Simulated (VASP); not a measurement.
Sb: single point with PBE

The system is Sb.

```
Sb
1.0
     0.00000    3.24357    3.24357
     3.24357    0.00000    3.24357
     3.24357    3.24357    0.00000
Sb
2
Direct
  0.87500 0.87500 0.87500
  0.12500 0.12500 0.12500
```

This cell differs from its parent crystal: volume scaled by 0.8.

```yaml
Program: VASP 6.6.1
Task: single point
Functional: PBE
Potentials_or_basis: VASP PAW PBE potentials, release 64 (Sb)
Cutoff: 500 eV
k_mesh: 10 × 10 × 10
Occupations: fermi-dirac, width 0.08 eV
Spin: no spin polarisation
```

```yaml
Pressure: 11.0 GPa
Band_gap_on_the_k_mesh: zero (band 5 reaches 6.94 eV, above the bottom of band 6 at 5.33 eV)
```

Levels at points of the mesh, in eV from the Fermi level:
```
           k point  band 1  band 2  band 3  band 4  band 5  band 6  band 7  band 8  band 9  band 10
(0.00, 0.00, 0.00)  -12.85   -4.20   -2.10   -2.10   -2.10    0.41    0.41    0.41    3.94     6.49
(0.50, 0.00, 0.00)  -11.44   -8.59   -3.11   -3.11   -2.27    1.59    1.59    4.68    6.35     6.82
(0.50, 0.50, 0.00)  -10.04  -10.04   -4.23   -4.23   -0.72   -0.72    5.29    5.29    7.14     7.14
```

Wall time 21 s on 1 thread of Intel Xeon 6975P-C, on a shared host, peak memory 0.21 GiB.

Caveat: spin-orbit coupling is left out, which moves the levels of the heavy elements.
